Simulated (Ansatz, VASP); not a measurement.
## One calculation of InSb3, two programs

INCAR

```
SYSTEM = InSb3
ALGO = Normal
EDIFF = 1E-6
ENCUT = 520
GGA = PE
ISIF = 2
ISMEAR = 0
LASPH = .True.
LCHARG = .True.
LELF = .True.
LREAL = .False.
LVHAR = .True.
LWAVE = .False.
NBANDS = 22
NELM = 100
PREC = Accurate
SIGMA = 0.15
```

The input KPOINTS:

```
k-points
0
Gamma
  10 10 10
  0 0 0
```

File POSCAR:

```
InSb3
1.0
    4.8000000000      0.0000000000      0.0000000000
    0.0000000000      4.8000000000      0.0000000000
    0.0000000000      0.0000000000      5.1000000000
In Sb
1 3
Direct
    0.0000000000      0.0000000000      0.0000000000
    0.5000000000      0.0000000000      0.5000000000
    0.0000000000      0.5000000000      0.5000000000
    0.5000000000      0.5000000000      0.0000000000
```

Input for Ansatz:

```yaml
crystal:
  lattice:
    - [4.8, 0.0, 0.0]
    - [0.0, 4.8, 0.0]
    - [0.0, 0.0, 5.1]
  atoms:
    - { symbol: In, position: [0.0, 0.0, 0.0] }
    - { symbol: Sb, position: [0.5, 0.0, 0.5] }
    - { symbol: Sb, position: [0.0, 0.5, 0.5] }
    - { symbol: Sb, position: [0.5, 0.5, 0.0] }
basis:
  ecutwfc: 420
kpoints:
  mp_grid: { grid: [10, 10, 10] }
hamiltonian:
  xc: pbe
  pseudopotentials: { kind: paw, azcp: { folder: soft_1 } }
scf:
  occupations: { method: gaussian, width: 0.15 }
output:
  forces: true
  stress: true
  eigenvalues: true
```

Alike in both runs: task single point; functional PBE; k mesh 10 × 10 × 10; occupations gaussian, width 0.15 eV; no spin polarisation.

```csv
,VASP,Ansatz
version,VASP 6.6.1,Ansatz 0.2.0
potentials or method,"VASP PAW PBE potentials, release 64 (In_d, Sb), cutoff 520 eV","scalar-relativistic, plane waves, PAW"
valence electrons in the cell,28,58
```

|  | VASP | Ansatz | Ansatz less VASP |
| --- | --- | --- | --- |
| gap on the k mesh at the Fermi level (eV) | none | none | - |
| pressure (GPa) | -2.4 | -2.3 | +0.09 |
| traceless stress, the component that is largest in VASP (GPa) | -0.12 | -0.11 | +0.001 |

A gap of «none» marks a metal or a gap that the smearing closes. VASP's potentials hold 28 valence electrons a cell and Ansatz's 58, so a difference there can come from the potentials and not from the codes.

Spin-orbit coupling is off throughout.
